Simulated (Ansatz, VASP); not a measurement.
**LaB6: VASP beside Ansatz**

```
CELL_PARAMETERS angstrom
4.15700 0.00000 0.00000
0.00000 4.15700 0.00000
0.00000 0.00000 4.15700
ATOMIC_POSITIONS crystal
La 0.00000 0.00000 0.00000
B 0.19750 0.50000 0.50000
B 0.50000 0.19750 0.50000
B 0.80250 0.50000 0.50000
B 0.50000 0.80250 0.50000
B 0.50000 0.50000 0.19750
B 0.50000 0.50000 0.80250
```

Alike in both runs: task relaxation of cell and atoms; functional LDA; k mesh 7 × 7 × 7; no spin polarisation.

|  | VASP | Ansatz |
| --- | --- | --- |
| version | VASP 6.6.1 | Ansatz 0.2.0 |
| potentials or method | VASP PAW LDA potentials, release 64 (La, B) | plane waves, PAW |
| plane-wave cutoff (eV) | 600 | 420 |
| occupations | fermi-dirac, width 0.1 eV | fermi-dirac |
| valence electrons in the cell | 29 | 29 |

```csv
,VASP,Ansatz,Ansatz less VASP
relaxed volume (Å³/atom),9.84,9.84,-0.004
relaxed length of the cell vector where the two differ most in proportion (Å),4.100,4.099,-0.0006
```

LDA's correlation is that of Perdew and Zunger in VASP and of Perdew and Wang (1992) in Ansatz.

Spin-orbit coupling is off throughout.
